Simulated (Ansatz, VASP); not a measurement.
## One calculation of Os, two programs

```
Os
1.0
     2.73520    0.00000    0.00000
    -1.36760    2.36875    0.00000
     0.00000    0.00000    4.31900
Os
2
Cartesian
  0.0000 1.5792 1.0797
  1.3676 0.7896 3.2393
```

Alike in both runs: task relaxation of cell and atoms; functional PBE; k mesh 13 × 13 × 7; occupations fermi-dirac, width 0.1 eV; no spin polarisation.

|  | VASP | Ansatz |
| --- | --- | --- |
| version | VASP 6.6.1 | Ansatz 0.2.0 |
| potentials or method | VASP PAW PBE potentials, release 64 (Os), cutoff 600 eV | plane waves (420 eV) with PAW, scalar-relativistic |
| valence electrons in the cell | 16 | 32 |

```tsv
	VASP	Ansatz	Ansatz less VASP
relaxed volume (Å³/atom)	14.28	14.28	+0.003
relaxed cell length with the largest relative difference (Å)	4.342	4.343	+0.0007
```

VASP's potentials hold 16 valence electrons a cell and Ansatz's 32, so a difference there can come from the potentials and not from the codes.

Spin-orbit coupling is off throughout.
